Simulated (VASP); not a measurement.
# BeTe (e600) (F-43m) in VASP: single point with PBEsol

Aim: the single point of BeTe (e600) with PBEsol.

All numbers are computed with VASP 6.6.1; they aren't measurements. Logs are shortened: lines on timing, memory, paths and dates and some standing lists are left out, and cuts for length are marked.

## Step 1: The cell of the first run

Symmetry: F-43m, No. 216, cubic system. The conventional cell has a = 5.549 Å, b = 5.549 Å, c = 5.549 Å, α = 90.00°, β = 90.00°, γ = 90.00°. Be (site symmetry -43m) has 4 Te at 2.40 Å within 3.2 Å. Te (site symmetry -43m) has 4 Be at 2.40 Å within 3.2 Å.

## Step 2: Single point, PBEsol

File INCAR:

```
ALGO = Normal ; EDIFF = 1E-6
ENCUT = 600 ; GGA = PS
GGA_COMPAT = False ; ISIF = 2
ISMEAR = 0 ; LASPH = True
LCHARG = True ; LELF = True
LREAL = False ; LVHAR = True
LWAVE = False ; NBANDS = 11
NELM = 120 ; PREC = Accurate
SIGMA = 0.01
```

File KPOINTS:

```
k-points
0
Gamma
  8 8 8
```

File POSCAR:

```
BeTe
1.0
    0.0000000000      2.7745219927      2.7745219927
    2.7745219927      0.0000000000      2.7745219927
    2.7745219927      2.7745219927      0.0000000000
Be Te
1 1
Direct
    0.0000000000      0.0000000000      0.0000000000
    0.2500000000      0.2500000000      0.2500000000
```

Potentials or basis: VASP PAW PBE potentials, release 64 (Be, Te).

On the command line:

```sh
> cat potpaw_PBE.64/Be/POTCAR potpaw_PBE.64/Te/POTCAR > POTCAR
> mpirun -np 1 vasp_std > vasp.out
```

OUTCAR:

```text
EDIFF = 1E-6
   ENCUT = 600
   GGA = PS
   ISIF = 2
   ISMEAR = 0
   LASPH = True
   LREAL = False
   NELM = 120
   PREC = Accurate

 ion  position               nearest neighbor table
   1  0.000  0.000  0.000-   2 2.40   2 2.40   2 2.40   2 2.40
   2  0.250  0.250  0.250-   1 2.40   1 2.40   1 2.40   1 2.40

  LATTYP: Found a face centered cubic cell.
 ALAT       =     5.5490439854

  Lattice vectors:

 A1 = (   0.0000000000,   2.7745219927,   2.7745219927)
 A2 = (   2.7745219927,   0.0000000000,   2.7745219927)
 A3 = (   2.7745219927,   2.7745219927,   0.0000000000)

Analysis of symmetry for initial positions (statically):
=====================================================================
 Subroutine PRICEL returns:
 Original cell was already a primitive cell.

 Routine SETGRP: Setting up the symmetry group for a
 face centered cubic supercell.

 Subroutine GETGRP returns: Found 24 space group operations
 (whereof 24 operations were pure point group operations)
 out of a pool of 48 trial point group operations.

The static configuration has the point symmetry T_d .

Analysis of symmetry for dynamics (positions and initial velocities):
=====================================================================
 Subroutine PRICEL returns:
 Original cell was already a primitive cell.

 Routine SETGRP: Setting up the symmetry group for a
 face centered cubic supercell.

 Subroutine GETGRP returns: Found 24 space group operations
 (whereof 24 operations were pure point group operations)
 out of a pool of 48 trial point group operations.

The dynamic configuration has the point symmetry T_d .

 Subroutine INISYM returns: Found 24 space group operations
 (whereof 24 operations are pure point group operations),
 and found     1 'primitive' translations

----------------------------------------------------------------------------------------

                                     Primitive cell

  volume of cell :      42.7164

  direct lattice vectors                    reciprocal lattice vectors
     0.000000000  2.774521993  2.774521993    -0.180211222  0.180211222  0.180211222
     2.774521993  0.000000000  2.774521993     0.180211222 -0.180211222  0.180211222
     2.774521993  2.774521993  0.000000000     0.180211222  0.180211222 -0.180211222

  length of vectors
     3.923766631  3.923766631  3.923766631     0.312134993  0.312134993  0.312134993

  position of ions in fractional coordinates (direct lattice)
     0.000000000  0.000000000  0.000000000
[... 85 lines left out ...]
   ISYM   =      2    0-nonsym 1-usesym 2-fastsym
   POTIM  = 0.5000    time-step for ionic-motion
   TEBEG  =    0.0;   TEEND  =   0.0 temperature during run
   PSTRESS=    0.0 pullay stress
   NELECT =       8.0000    total number of electrons
   NUPDOWN=      -1.0000    fix difference up-down
   EMIN   =  10.00;   EMAX   =-10.00  energy-range for DOS
   EFERMI =   0.00;   METHOD = LEGACY
   ISMEAR =     0;   SIGMA  =   0.01  broadening in eV -4-tet -1-fermi 0-gaus
   EFERMI_NEDOS =   21; number of points for ismear=-14 and -15
   IALGO  =     38    algorithm
   IMIX   =      4    mixing-type and parameters
     AMIX     =   0.40;   BMIX     =  1.00
     AMIX_MAG =   1.60;   BMIX_MAG =  1.00
  volume/ion in A,a.u.               =      21.36       144.13
  Fermi-wavevector in a.u.,A,eV,Ry     =   0.936641  1.769995 11.936350  0.877297
  Thomas-Fermi vector in A             =   2.063671
   LORBIT       =      0    0 simple, 1 ext, 2 COOP (PROOUT), +10 PAW based schemes
   GGA     = PS    functional components
   LHFCALC =     F    Hartree Fock is set to
   AEXX    =    0.0000 exact exchange contribution
   IVDW    =     0    specifies the selected vdW correction
   LEPSILON=     F    determine dielectric tensor
   LRPA    =     F    only Hartree local field effects (RPA)
 non-spin polarized calculation
 Gauss-broadening in eV      SIGMA  =   0.01
  energy-cutoff  :      600.00
  volume of cell :       42.72
 maximum number of plane-waves:      1458
   NGX = 15   NGY = 15   NGZ = 15

 number of electron       8.0000000 magnetization

 Free energy of the ion-electron system (eV)
  ---------------------------------------------------
  ext. energy  EPLUGINS =         0.00000000
  ---------------------------------------------------
  free energy    TOTEN  =        -8.20609650 eV

  energy without entropy =       -8.20609650  energy(sigma->0) =       -8.20609650

 E-fermi :   5.5733     XC(G=0):  -9.3789

 val. band max:        5.5120235702   @ k =   0.0000   0.0000   0.0000
 cond. band min:       7.2527432174   @ k =   0.5000   0.5000   0.0000
 fundamental gap:      1.7407196472
 Fermi energy:         5.5732742233

 k-point     1 :       0.0000    0.0000    0.0000
  band No.  band energies     occupation
      1      -7.1236      2.00000
      2       5.5120      2.00000
      3       5.5120      2.00000
      4       5.5120      2.00000
      5       9.0710      0.00000
      6       9.0710      0.00000
      7       9.0710      0.00000
      8       9.5707      0.00000
      9      13.7701      0.00000
     10      15.8490      0.00000
     11      15.8490      0.00000
[... 309 lines left out ...]
 k-point    24 :      -0.3750    0.2500    0.1250
  band No.  band energies     occupation
      1      -5.3972      2.00000
      2       0.0974      2.00000
      3       2.4352      2.00000
      4       3.4600      2.00000
      5       9.6358      0.00000
      6       9.9019      0.00000
      7      12.3080      0.00000
      8      13.3723      0.00000
      9      14.0140      0.00000
     10      17.1473      0.00000
     11      17.5001      0.00000

 [... further k-points ...]

------------------------ aborting loop because EDIFF is reached ----------------------------------------

  FORCE on cell =-STRESS in cart. coord.  units (eV):
  Direction    XX          YY          ZZ          XY          YZ          ZX
  --------------------------------------------------------------------------------------
  -------------------------------------------------------------------------------------
  Total        0.5884246      0.5884246      0.5884246      0.0000000     -0.0000000     -0.0000000
  in kB       22.0702314     22.0702314     22.0702314      0.0000000     -0.0000000     -0.0000000
  external PRESSURE =      22.0702314 kB  Pullay stress =       0.0000000 kB

 VOLUME and BASIS-vectors are now :
 -----------------------------------------------------------------------------
  energy-cutoff  :      600.00
  volume of cell :       42.72
      direct lattice vectors                 reciprocal lattice vectors
     0.000000000  2.774521993  2.774521993    -0.180211222  0.180211222  0.180211222
     2.774521993  0.000000000  2.774521993     0.180211222 -0.180211222  0.180211222
     2.774521993  2.774521993  0.000000000     0.180211222  0.180211222 -0.180211222

 POSITION                                       TOTAL-FORCE (eV/Angst)
 -----------------------------------------------------------------------------------
      0.00000      0.00000      0.00000         0.000000      0.000000      0.000000
      1.38726      1.38726      1.38726        -0.000000     -0.000000     -0.000000
 -----------------------------------------------------------------------------------
    total drift:                                0.000000      0.000000      0.000000

  FREE ENERGIE OF THE ION-ELECTRON SYSTEM (eV)
  ---------------------------------------------------
  free  energy   TOTEN  =        -8.2060964952 eV

  energy  without entropy=       -8.2060964952  energy(sigma->0) =       -8.20609650
```

stdout:

```text
POSCAR found type information on POSCAR BeTe
 POSCAR found :  2 types and       2 ions
 scaLAPACK will be used
 -----------------------------------------------------------------------------
|                                                                             |
|                                                                             |
|     You enforced a specific xc type in the INCAR file but a different       |
|     I HOPE YOU KNOW WHAT YOU ARE DOING!                                     |
|                                                                             |
 -----------------------------------------------------------------------------

 LDA part: xc-table for (Slater+PW92), standard interpolation
 POSCAR, INCAR and KPOINTS ok, starting setup
 FFT: planning ... GRIDC
 FFT: planning ... GRID_SOFT
 FFT: planning ... GRID
 WAVECAR not read
 entering main loop
```

Wall time 11 s (1 thread of Intel Xeon Platinum 8259CL at 2.50GHz (Skylake/Cascade Lake), shared host); peak memory 0.18 GiB.

Results:

| Item | Value |
| --- | --- |
| Free energy | -8.2061 eV |
| Pressure | 2.2 GPa |
| Band gap on the k mesh | 1.74 eV, indirect (least direct gap 3.56 eV) |

Caveat: the PAW data sets were made with another functional, which shifts forces and pressure a little; spin-orbit coupling is left out, which moves the levels of the heavy elements.
